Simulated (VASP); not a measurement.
Here is a VASP 6.6.1 calculation.

File INCAR:

```
SYSTEM = Zr4Cl
ALGO     = Normal         ! electronic algorithm
EDIFF    = 1E-6           ! SCF threshold, eV
ENCUT    = 520            ! plane-wave cutoff, eV
GGA      = PE             ! functional
ISIF     = 2              ! what is computed and relaxed
ISMEAR   = 0              ! smearing method
LASPH    = .TRUE.         ! aspherical terms in the spheres
LCHARG   = .FALSE.        ! write CHGCAR
LREAL    = .FALSE.        ! projectors in reciprocal space
LWAVE    = .FALSE.        ! write WAVECAR
NBANDS   = 36             ! bands
NELM     = 60             ! most SCF steps
PREC     = Accurate       ! precision mode
SIGMA    = 0.1            ! smearing width, eV
```

File KPOINTS:

```
k-points
0
G
  4 4 4
  0 0 0
```

Contents of POSCAR:

```
Zr4Cl
1.0
    4.5351722900      0.0000000000      0.0000000000
    0.0000000000      4.5351722900      0.0000000000
    0.0000000000      0.0000000000      4.5351722900
Zr Cl
4 1
Direct
    0.5000000000      0.0000000000      0.0000000000
    0.0000000000      0.5000000000      0.0000000000
    0.0000000000      0.0000000000      0.5000000000
    0.5000000000      0.5000000000      0.5000000000
    0.0000000000      0.0000000000      0.0000000000
```

Potentials or basis: VASP PAW PBE potentials, release 64 (Zr_sv, Cl).

The run is started by

```sh
$ cat potpaw_PBE.64/Zr_sv/POTCAR potpaw_PBE.64/Cl/POTCAR > POTCAR
$ mpirun -np 1 vasp_std > vasp.out
```

Task: What does it give for the pressure?

Result: 30.5 GPa.

Task: Estimate the band gap on the k mesh.

Result: Zero (an odd number of electrons rules out a gap without spin polarisation).

Caveat: the cell stands under pressure; an odd number of electrons without spin polarisation forces a metal; a magnetic or distorted state may lie lower.
